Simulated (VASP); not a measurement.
# Zr4H (Im-3m) in VASP: further runs

Zr4H is run at these levels: PBE; tasks: relaxation of cell and atoms.

Program: VASP 6.6.1. These are calculated values, not measurements. Logs are shortened: lines on timing, memory, paths and dates and some standing lists are left out, and cuts for length are marked.

### Step 1. The cell of the first run

Symmetry: Im-3m, No. 229, cubic system. Conventional cell: a = 5.283 Å, b = 5.283 Å, c = 5.283 Å, α = 90.00°, β = 90.00°, γ = 90.00°. Within 3.0 Å of Zr (site symmetry -3m) lie 2 H at 2.29 Å and 6 Zr at 2.64 Å. H (site symmetry m-3m) has 8 Zr at 2.29 Å within 3.0 Å.

The cell was generated, and may not be a known phase.

### Step 2. Relaxation of cell and atoms, PBE

The input, INCAR:

```
PREC = Accurate
ENCUT = 600
EDIFF = 1E-6
ISMEAR = 0
SIGMA = 0.1
LREAL = False
LASPH = True
NELM = 80
ALGO = Normal
ISIF = 3
LWAVE = False
LCHARG = False
GGA = PE
IBRION = 2
NSW = 90
EDIFFG = -0.04
```

The input, KPOINTS:

```
regular mesh
0
Gamma
  6 6 6
```

The input, POSCAR:

```
Zr4H
1.0
   -2.6416731000      2.6416731000      2.6416731000
    2.6416731000     -2.6416731000      2.6416731000
    2.6416731000      2.6416731000     -2.6416731000
Zr H
4 1
Direct
    0.0000000000      0.0000000000      0.5000000000
    0.0000000000      0.5000000000      0.0000000000
    0.5000000000      0.0000000000      0.0000000000
    0.5000000000      0.5000000000      0.5000000000
    0.0000000000      0.0000000000      0.0000000000
```

Potentials or basis: VASP PAW PBE potentials, release 64 (Zr_sv, H).

Command:

```sh
$ cat potpaw_PBE.64/Zr_sv/POTCAR potpaw_PBE.64/H/POTCAR > POTCAR
$ mpirun -np 1 vasp_std > vasp.out
```

OUTCAR:

```text
PREC = Accurate
   ENCUT = 600
   EDIFF = 1E-6
   ISMEAR = 0
   LREAL = False
   LASPH = True
   NELM = 80
   ISIF = 3
   GGA = PE
   IBRION = 2
   NSW = 90
   EDIFFG = -0.04

 ion  position               nearest neighbor table
   1  0.000  0.000  0.500-   5 2.29   5 2.29   4 2.64   2 2.64   3 2.64   2 2.64   3 2.64   4 2.64
                             3 3.74   3 3.74   2 3.74   4 3.74   4 3.74   3 3.74   4 3.74   2 3.74
   2  0.000  0.500  0.000-   5 2.29   5 2.29   4 2.64   1 2.64   3 2.64   1 2.64   4 2.64   3 2.64
                             4 3.74   1 3.74   3 3.74   4 3.74   3 3.74   3 3.74   4 3.74   1 3.74
   3  0.500  0.000  0.000-   5 2.29   5 2.29   4 2.64   1 2.64   4 2.64   2 2.64   1 2.64   2 2.64
                             4 3.74   2 3.74   4 3.74   1 3.74   1 3.74   2 3.74   2 3.74   4 3.74
   4  0.500  0.500  0.500-   5 2.29   5 2.29   3 2.64   1 2.64   3 2.64   2 2.64   1 2.64   2 2.64
                             3 3.74   1 3.74   3 3.74   2 3.74   1 3.74   2 3.74   1 3.74   3 3.74
   5  0.000  0.000  0.000-   1 2.29   2 2.29   3 2.29   4 2.29   1 2.29   2 2.29   3 2.29   4 2.29

  LATTYP: Found a body centered cubic cell.
 ALAT       =     5.2833462000

  Lattice vectors:

 A1 = (  -2.6416731000,   2.6416731000,   2.6416731000)
 A2 = (   2.6416731000,  -2.6416731000,   2.6416731000)
 A3 = (   2.6416731000,   2.6416731000,  -2.6416731000)

Analysis of symmetry for initial positions (statically):
=====================================================================
 Subroutine PRICEL returns:
 Original cell was already a primitive cell.

 Routine SETGRP: Setting up the symmetry group for a
 body centered cubic supercell.

 Subroutine GETGRP returns: Found 48 space group operations
 (whereof 48 operations were pure point group operations)
 out of a pool of 48 trial point group operations.

The static configuration has the point symmetry O_h .

Analysis of symmetry for dynamics (positions and initial velocities):
=====================================================================
 Subroutine PRICEL returns:
 Original cell was already a primitive cell.

 Routine SETGRP: Setting up the symmetry group for a
 body centered cubic supercell.

 Subroutine GETGRP returns: Found 48 space group operations
 (whereof 48 operations were pure point group operations)
 out of a pool of 48 trial point group operations.

The dynamic configuration has the point symmetry O_h .

 Subroutine INISYM returns: Found 48 space group operations
 (whereof 48 operations are pure point group operations),
 and found     1 'primitive' translations

----------------------------------------------------------------------------------------

                                     Primitive cell

  volume of cell :      73.7390

  direct lattice vectors                    reciprocal lattice vectors
    -2.641673100  2.641673100  2.641673100     0.000000000  0.189273987  0.189273987
     2.641673100 -2.641673100  2.641673100     0.189273987  0.000000000  0.189273987
     2.641673100  2.641673100 -2.641673100     0.189273987  0.189273987  0.000000000

  length of vectors
     4.575512026  4.575512026  4.575512026     0.267673839  0.267673839  0.267673839

  position of ions in fractional coordinates (direct lattice)
     0.000000000  0.000000000  0.500000000
     0.000000000  0.500000000  0.000000000
     0.500000000  0.000000000  0.000000000
     0.500000000  0.500000000  0.500000000
     0.000000000  0.000000000  0.000000000

  ion indices of the primitive-cell ions
   primitive index   ion index
                 1           1
                 2           2
                 3           3
                 4           4
                 5           5

----------------------------------------------------------------------------------------

 KPOINTS: regular mesh

Automatic generation of k-mesh.
 Grid dimensions read from file:
 generate k-points for:    6    6    6

 Generating k-lattice:

  Cartesian coordinates                     Fractional coordinates (reciprocal lattice)
     0.000000000  0.031545665  0.031545665     0.166666667  0.000000000  0.000000000
     0.031545665  0.000000000  0.031545665     0.000000000  0.166666667  0.000000000
     0.031545665  0.031545665  0.000000000     0.000000000  0.000000000  0.166666667

  Length of vectors
     0.044612307  0.044612307  0.044612307

  Shift w.r.t. Gamma in fractional coordinates (k-lattice)
     0.000000000  0.000000000  0.000000000

 Subroutine IBZKPT returns following result:
 ===========================================

 Found     16 irreducible k-points:

 Following reciprocal coordinates:
            Coordinates               Weight
  0.000000  0.000000  0.000000      1.000000
  0.166667  0.000000  0.000000     12.000000
  0.333333  0.000000  0.000000     12.000000
  0.500000  0.000000  0.000000      6.000000
  0.166667  0.166667  0.000000     24.000000
  0.333333  0.166667  0.000000     48.000000
[... 8 lines left out ...]
  0.500000  0.500000  0.333333     12.000000
  0.500000  0.500000  0.500000      1.000000
   k-points           NKPTS =     16   k-points in BZ     NKDIM =     16   number of bands    NBANDS=     29
   number of dos      NEDOS =    301   number of ions     NIONS =      5
   total plane-waves  NPLWV =  64000
   dimension x,y,z NGX =    40 NGY =   40 NGZ =   40
   dimension x,y,z NGXF=    80 NGYF=   80 NGZF=   80
   ions per type =               4   1
   NGX,Y,Z   is equivalent  to a cutoff of  14.53, 14.53, 14.53 a.u.
   NGXF,Y,Z  is equivalent  to a cutoff of  29.07, 29.07, 29.07 a.u.
 SYSTEM =  unknown system
   PREC   = accura    normal or accurate (medium, high low for compatibility)
   ISTART =      0    job   : 0-new  1-cont  2-samecut
   ICHARG =      2    charge: 1-file 2-atom 10-const
   ISPIN  =      1    spin polarized calculation?
   LNONCOLLINEAR =      F non collinear calculations
   LSORBIT =      F    spin-orbit coupling
   LASPH  =      T    aspherical Exc in radial PAW
   ENCUT  =  600.0 eV  44.10 Ry    6.64 a.u.   9.14  9.14  9.14*2*pi/ulx,y,z
   NELM   =     80;   NELMIN=  2; NELMDL= -5     # of ELM steps
   EDIFF  = 0.1E-05   stopping-criterion for ELM
   LREAL  =      F    real-space projection
   EDIFFG = -.4E-01   stopping-criterion for IOM
   NSW    =     90    number of steps for IOM
   IBRION =      2    ionic relax: 0-MD 1-quasi-New 2-CG
   NFREE  =      1    steps in history (QN), initial steepest desc. (CG)
   ISIF   =      3    stress and relaxation
   ISYM   =      2    0-nonsym 1-usesym 2-fastsym
   POTIM  = 0.5000    time-step for ionic-motion
   TEBEG  =    0.0;   TEEND  =   0.0 temperature during run
   PSTRESS=    0.0 pullay stress
   NELECT =      49.0000    total number of electrons
   NUPDOWN=      -1.0000    fix difference up-down
   EMIN   =  10.00;   EMAX   =-10.00  energy-range for DOS
   EFERMI =   0.00;   METHOD = LEGACY
   ISMEAR =     0;   SIGMA  =   0.10  broadening in eV -4-tet -1-fermi 0-gaus
   EFERMI_NEDOS =   21; number of points for ismear=-14 and -15
   IALGO  =     38    algorithm
   IMIX   =      4    mixing-type and parameters
     AMIX     =   0.40;   BMIX     =  1.00
     AMIX_MAG =   1.60;   BMIX_MAG =  1.00
  volume/ion in A,a.u.               =      14.75        99.52
  Fermi-wavevector in a.u.,A,eV,Ry     =   1.428591  2.699645 27.767737  2.040871
  Thomas-Fermi vector in A             =   2.548636
   LORBIT       =      0    0 simple, 1 ext, 2 COOP (PROOUT), +10 PAW based schemes
   GGA     = PE    functional components
   LHFCALC =     F    Hartree Fock is set to
   AEXX    =    0.0000 exact exchange contribution
   IVDW    =     0    specifies the selected vdW correction
   LEPSILON=     F    determine dielectric tensor
   LRPA    =     F    only Hartree local field effects (RPA)
 conjugate gradient relaxation of ions
 non-spin polarized calculation
 Gauss-broadening in eV      SIGMA  =   0.10
  energy-cutoff  :      600.00
  volume of cell :       73.74
 maximum number of plane-waves:      2491
 NGX is ok and might be reduce to    40
   NGX = 19   NGY = 19   NGZ = 19

--------------------------------------- Ionic step        1  -------------------------------------------

 number of electron      49.0000001 magnetization

 Free energy of the ion-electron system (eV)
  ---------------------------------------------------
  ext. energy  EPLUGINS =         0.00000000
  ---------------------------------------------------
  free energy    TOTEN  =       -31.92974727 eV

  energy without entropy =      -31.89061835  energy(sigma->0) =      -31.91018281

 E-fermi :  11.8698     XC(G=0): -12.2496

 val. band max:       11.8696361201   @ k =   0.5000   0.5000   0.1667
 cond. band min:      11.8703157659   @ k =   0.5000   0.5000   0.3333
 fundamental gap:      0.0006796458
 Fermi energy:        11.8698331147

 k-point     1 :       0.0000    0.0000    0.0000
  band No.  band energies     occupation
      1     -36.7979      2.00000
      2     -36.0100      2.00000
      3     -36.0100      2.00000
      4     -36.0100      2.00000
      5     -15.6877      2.00000
      6     -15.6877      2.00000
[... 562 lines left out ...]
 POSITION                                       TOTAL-FORCE (eV/Angst)
 -----------------------------------------------------------------------------------
      1.54786      1.54786      4.64358        -0.000000     -0.000000     -0.000000
      1.54786     -1.54786      1.54786         0.000000      0.000000      0.000000
      1.54786      4.64358     -1.54786        -0.000000      0.000000      0.000000
      1.54786      1.54786      1.54786         0.000000     -0.000000      0.000000
      0.00000     -0.00000      0.00000         0.000000     -0.000000      0.000000
 -----------------------------------------------------------------------------------
    total drift:                                0.000000      0.000000      0.000000

  FREE ENERGIE OF THE ION-ELECTRON SYSTEM (eV)
  ---------------------------------------------------
  free  energy   TOTEN  =       -33.6852669547 eV

  energy  without entropy=      -33.6117261038  energy(sigma->0) =      -33.64849653

--------------------------------------- Ionic step        3  -------------------------------------------

 number of electron      49.0000001 magnetization

 Free energy of the ion-electron system (eV)
  ---------------------------------------------------
  ext. energy  EPLUGINS =         0.00000000
  ---------------------------------------------------
  free energy    TOTEN  =       -34.35639793 eV

  energy without entropy =      -34.29863860  energy(sigma->0) =      -34.32751826

 E-fermi :   8.1927     XC(G=0): -10.8470

 val. band max:        8.1916834888   @ k =   0.3333   0.1667   0.1667
 cond. band min:       8.2175975450   @ k =   0.3333   0.3333   0.0000
 fundamental gap:      0.0259140562
 Fermi energy:         8.1927043193

 k-point     1 :       0.0000    0.0000    0.0000
  band No.  band energies     occupation
      1     -40.4309      2.00000
      2     -40.1531      2.00000
      3     -40.1531      2.00000
      4     -40.1531      2.00000
      5     -18.8971      2.00000
      6     -18.8971      2.00000
[... 523 lines left out ...]
 POSITION                                       TOTAL-FORCE (eV/Angst)
 -----------------------------------------------------------------------------------
      1.45761      1.45761     -1.45761         0.000000      0.000000     -0.000000
      1.45761     -1.45761      1.45761        -0.000000     -0.000000     -0.000000
     -1.45761      1.45761      1.45761         0.000000      0.000000     -0.000000
      1.45761      1.45761      1.45761         0.000000      0.000000      0.000000
      0.00000     -0.00000      0.00000         0.000000      0.000000      0.000000
 -----------------------------------------------------------------------------------
    total drift:                                0.000000     -0.000000      0.000000

  FREE ENERGIE OF THE ION-ELECTRON SYSTEM (eV)
  ---------------------------------------------------
  free  energy   TOTEN  =       -34.3563979256 eV

  energy  without entropy=      -34.2986386001  energy(sigma->0) =      -34.32751826

 reached required accuracy - stopping structural energy minimisation
```

It took 5.1 min on 1 thread of Oxide Virtual Turin-like, shared host; peak memory 0.22 GiB.

What came out:

```yaml
Free_energy: -34.3564 eV
Relaxed_volume: 19.82 Å³/atom
Relaxed_cell: a = 5.049 Å, b = 5.049 Å, c = 5.049 Å, α = 109.47°, β = 109.47°, γ = 109.47°
Space_group_after_relaxing_to_0.1_Å: Im-3m (No. 229)
Energy_gained_by_relaxing: 485.3 meV/atom
Ionic_steps: 3
Pressure_after_relaxing: 0.1 GPa
Band_gap_on_the_k_mesh: zero (an odd number of electrons rules out a gap without spin polarisation)
```

The path:
```tsv
step	energy change (eV)	largest force (eV/Å)	pressure (GPa)	volume (Å³)
1	0.0000	0.0000	38.71	73.74
2	-1.7555	0.0000	-9.61	118.67
3	-2.4267	0.0000	0.05	99.10
```

Final structure:
```
CELL_PARAMETERS angstrom
-2.91523 2.91523 2.91523
2.91523 -2.91523 2.91523
2.91523 2.91523 -2.91523
ATOMIC_POSITIONS crystal
Zr 0.00000 0.00000 0.50000
Zr 0.00000 0.50000 0.00000
Zr 0.50000 0.00000 0.00000
Zr 0.50000 0.50000 0.50000
H 0.00000 0.00000 0.00000
```

Caveat: the volume moved by over 15 % at a fixed basis, so the end points are rough.

### Step 3. Relaxation of cell and atoms, PBE

This run uses another cell than the first one, of 19.79 Å³/atom.

The input, INCAR:

```
SYSTEM = Zr4H
PREC = Accurate
ENCUT = 600
EDIFF = 1E-6
ISMEAR = 0
SIGMA = 0.1
LREAL = .False.
LASPH = .True.
NELM = 60
ALGO = Fast
ISIF = 3
LWAVE = .False.
LCHARG = .False.
GGA = PE
IBRION = 2
NSW = 100
EDIFFG = -0.01
```

The input, KPOINTS:

```
Automatic mesh
0
Gamma
  10 10 10
  0 0 0
```

POSCAR: that of step 2 with these lines changed.

```diff
@@ -2,5 +2,5 @@
 1.0
-   -2.6416731000      2.6416731000      2.6416731000
-    2.6416731000     -2.6416731000      2.6416731000
-    2.6416731000      2.6416731000     -2.6416731000
+   -2.9135956736      2.9135956736      2.9135956736
+    2.9135956736     -2.9135956736      2.9135956736
+    2.9135956736      2.9135956736     -2.9135956736
 Zr H
```

Potentials or basis: VASP PAW PBE potentials, release 64 (Zr_sv, H).

Command:

```sh
$ cat potpaw_PBE.64/Zr_sv/POTCAR potpaw_PBE.64/H/POTCAR > POTCAR
$ mpirun -np 1 vasp_std > vasp.out
```

OUTCAR:

```text
SYSTEM = Zr4H
   PREC = Accurate
   ENCUT = 600
   EDIFF = 1E-6
   ISMEAR = 0
   LREAL = .False.
   LASPH = .True.
   NELM = 60
   ISIF = 3
   GGA = PE
   IBRION = 2
   NSW = 100
   EDIFFG = -0.01

 ion  position               nearest neighbor table
   1  0.000  0.000  0.500-   2 2.91   3 2.91   4 2.91   2 2.91   3 2.91   4 2.91
   2  0.000  0.500  0.000-   1 2.91   3 2.91   4 2.91   1 2.91   4 2.91   3 2.91
   3  0.500  0.000  0.000-   1 2.91   2 2.91   4 2.91   4 2.91   1 2.91   2 2.91
   4  0.500  0.500  0.500-   1 2.91   2 2.91   3 2.91   3 2.91   2 2.91   1 2.91
   5  0.000  0.000  0.000-

  LATTYP: Found a body centered cubic cell.
 ALAT       =     5.8271913472

  Lattice vectors:

 A1 = (  -2.9135956736,   2.9135956736,   2.9135956736)
 A2 = (   2.9135956736,  -2.9135956736,   2.9135956736)
 A3 = (   2.9135956736,   2.9135956736,  -2.9135956736)
[... 267 lines left out ...]
  free energy    TOTEN  =       -34.42830164 eV

  energy without entropy =      -34.39139548  energy(sigma->0) =      -34.40984856

 E-fermi :   8.1865     XC(G=0): -10.8413

 val. band max:        8.1852787410   @ k =   0.2000   0.2000   0.2000
 cond. band min:       8.1881813970   @ k =   0.3000   0.2000  -0.0000
 fundamental gap:      0.0029026560
 Fermi energy:         8.1864825932

 k-point     1 :       0.0000    0.0000    0.0000
  band No.  band energies     occupation
      1     -40.4263      2.00000
      2     -40.1491      2.00000
      3     -40.1491      2.00000
      4     -40.1491      2.00000
      5     -18.8958      2.00000
      6     -18.8958      2.00000
[... 757 lines left out ...]
     28       9.7863      0.00000
     29      10.0346      0.00000

 [... further k-points ...]

------------------------ aborting loop because EDIFF is reached ----------------------------------------

  FORCE on cell =-STRESS in cart. coord.  units (eV):
  Direction    XX          YY          ZZ          XY          YZ          ZX
  --------------------------------------------------------------------------------------
  -------------------------------------------------------------------------------------
  Total        0.0157273      0.0157273      0.0157273     -0.0000000      0.0000000      0.0000000
  in kB        0.2540615      0.2540615      0.2540615     -0.0000000      0.0000000      0.0000000
  external PRESSURE =       0.2540615 kB  Pullay stress =       0.0000000 kB
[... 20 lines left out ...]
  FREE ENERGIE OF THE ION-ELECTRON SYSTEM (eV)
  ---------------------------------------------------
  free  energy   TOTEN  =       -34.4283016383 eV

  energy  without entropy=      -34.3913954802  energy(sigma->0) =      -34.40984856

 reached required accuracy - stopping structural energy minimisation
```

OSZICAR:

```text
N       E                     dE             d eps       ncg     rms          rms(c)
DAV:   1     0.557414472106E+03    0.55741E+03   -0.27443E+04  2726   0.182E+03
DAV:   2     0.164529853134E+02   -0.54096E+03   -0.53093E+03  3118   0.512E+02
[... 37 lines left out ...]
DAV:   1    -0.344287206571E+02   -0.43411E-03   -0.13134E-02  3294   0.945E-01    0.192E-01
RMM:   2    -0.344283264271E+02    0.39423E-03   -0.10820E-03  3039   0.255E-01    0.484E-02
RMM:   3    -0.344282771111E+02    0.49316E-04   -0.53230E-04  3127   0.138E-01    0.478E-02
RMM:   4    -0.344282975103E+02   -0.20399E-04   -0.80503E-05  3562   0.464E-02    0.701E-03
RMM:   5    -0.344283009866E+02   -0.34764E-05   -0.35977E-05  3606   0.312E-02    0.628E-03
RMM:   6    -0.344283016383E+02   -0.65170E-06   -0.86063E-06  2726   0.136E-02
   3 F= -.34428302E+02 E0= -.34409849E+02  d E =-.152944E-03
```

CONTCAR:

```text
Zr4H
   1.00000000000000
    -2.9160051010024870    2.9160051010024870    2.9160051010024870
     2.9160051010024870   -2.9160051010024870    2.9160051010024870
     2.9160051010024870    2.9160051010024870   -2.9160051010024870
  Zr              H
     4     1
Direct
     0.0000000000000000    0.0000000000000000    0.5000000000000000
     0.0000000000000000    0.5000000000000000    0.0000000000000000
     0.5000000000000000    0.0000000000000000    0.0000000000000000
     0.5000000000000000    0.5000000000000000    0.5000000000000000
     0.0000000000000000    0.0000000000000000    0.0000000000000000

  0.00000000E+00  0.00000000E+00  0.00000000E+00
  0.00000000E+00  0.00000000E+00  0.00000000E+00
  0.00000000E+00  0.00000000E+00  0.00000000E+00
  0.00000000E+00  0.00000000E+00  0.00000000E+00
  0.00000000E+00  0.00000000E+00  0.00000000E+00
```

Wall time 12 min (1 thread of Oxide Virtual Turin-like, shared host); peak memory 0.3 GiB.

Results:

```yaml
Free_energy: -34.4283 eV
Relaxed_volume: 19.84 Å³/atom
Relaxed_cell: a = 5.051 Å, b = 5.051 Å, c = 5.051 Å, α = 109.47°, β = 109.47°, γ = 109.47°
Space_group_after_relaxing_to_0.1_Å: Im-3m (No. 229)
Energy_gained_by_relaxing: 0.0 meV/atom
Ionic_steps: 3
Pressure_after_relaxing: 0.0 GPa
Band_gap_on_the_k_mesh: zero (an odd number of electrons rules out a gap without spin polarisation)
```

The path:
| step | energy change (eV) | largest force (eV/Å) | pressure (GPa) | volume (Å³) |
| --- | --- | --- | --- | --- |
| 1 | 0.0000 | 0.0000 | 0.19 | 98.93 |
| 2 | -0.0001 | 0.0000 | -0.15 | 99.28 |
| 3 | -0.0002 | 0.0000 | 0.03 | 99.18 |

Final structure:
```xyz
5
Lattice="-2.9160 2.9160 2.9160 2.9160 -2.9160 2.9160 2.9160 2.9160 -2.9160" Properties=species:S:1:pos:R:3 pbc="T T T"
Zr    1.4580    1.4580   -1.4580
Zr    1.4580   -1.4580    1.4580
Zr   -1.4580    1.4580    1.4580
Zr    1.4580    1.4580    1.4580
H     0.0000    0.0000    0.0000
```

Levels at points of the mesh, in eV from the Fermi level:
| k point | band 21 | band 22 | band 23 | band 24 | band 25 | band 26 | band 27 | band 28 |
| --- | --- | --- | --- | --- | --- | --- | --- | --- |
| (0.00, 0.00, 0.00) | -1.68 | -1.68 | -0.32 | -0.32 | -0.32 | 3.10 | 3.12 | 3.14 |
| (0.50, 0.00, 0.00) | -0.83 | -0.71 | -0.15 | 0.07 | 0.17 | 0.56 | 0.71 | 0.78 |
| (0.50, 0.50, 0.50) | -1.58 | -1.58 | -1.58 | -0.83 | -0.83 | -0.83 | 0.40 | 0.40 |

The gap in the log of VASP goes by the Fermi energy; the results here count the filled bands.